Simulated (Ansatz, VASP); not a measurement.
## One calculation of Ge, two programs

File INCAR:

```
SYSTEM = Ge
PREC = Accurate ; ENCUT = 520
EDIFF = 1E-6 ; ISMEAR = 0
SIGMA = 0.15 ; LREAL = .False.
LASPH = .True. ; NELM = 60
ALGO = Normal ; ISIF = 2
LWAVE = .False. ; LCHARG = .False.
GGA = PE ; NBANDS = 13
```

The input KPOINTS:

```
Automatic mesh
0
Gamma
  20 20 18
  0 0 0
```

The input POSCAR:

```
Ge
1.0
    1.3272915500     -2.4704902000      0.0000000000
    1.3272915500      2.4704902000      0.0000000000
    0.0000000000      0.0000000000      2.5633194500
Ge
1
Direct
    0.5000000000      0.5000000000      0.0000000000
```

Input for Ansatz:

```yaml
crystal:
  lattice:
    - [1.32729155, -2.4704902, 0.0]
    - [1.32729155, 2.4704902, 0.0]
    - [0.0, 0.0, 2.56331945]
  atoms:
    - { symbol: Ge, position: [0.5, 0.5, 0.0] }
basis:
  ecutwfc: 420
kpoints:
  mp_grid: { grid: [20, 20, 18] }
hamiltonian:
  xc: pbe
scf:
  occupations: { method: gaussian, width: 0.15 }
output:
  forces: true
  stress: true
  eigenvalues: true
  write_density: true
  write_potential: true
  elf: true
  volumetric_format: npy
```

Change from the starting cell: strain -0.050 along x and y, -0.050 along z, atoms carried along.

Alike in both runs: task single point; functional PBE; k mesh 20 × 20 × 18; occupations gaussian, width 0.15 eV; no spin polarisation.

|  | VASP | Ansatz |
| --- | --- | --- |
| version | VASP 6.6.1 | Ansatz 0.2.0 |
| potentials or method | VASP PAW PBE potentials, release 64 (Ge_d), cutoff 520 eV | scalar-relativistic, plane waves, PAW |
| valence electrons in the cell | 14 | 14 |

|  | VASP | Ansatz | Ansatz less VASP |
| --- | --- | --- | --- |
| gap on the k mesh at the Fermi level (eV) | none | none | - |
| pressure (GPa) | 13.1 | 13.3 | +0.22 |
| traceless stress, the component that is largest in VASP (GPa) | 2.39 | 2.37 | -0.016 |

A gap of «none» marks a metal or a gap that the smearing closes. The functional is the same, so the differences come from potentials, cutoffs and numerics.
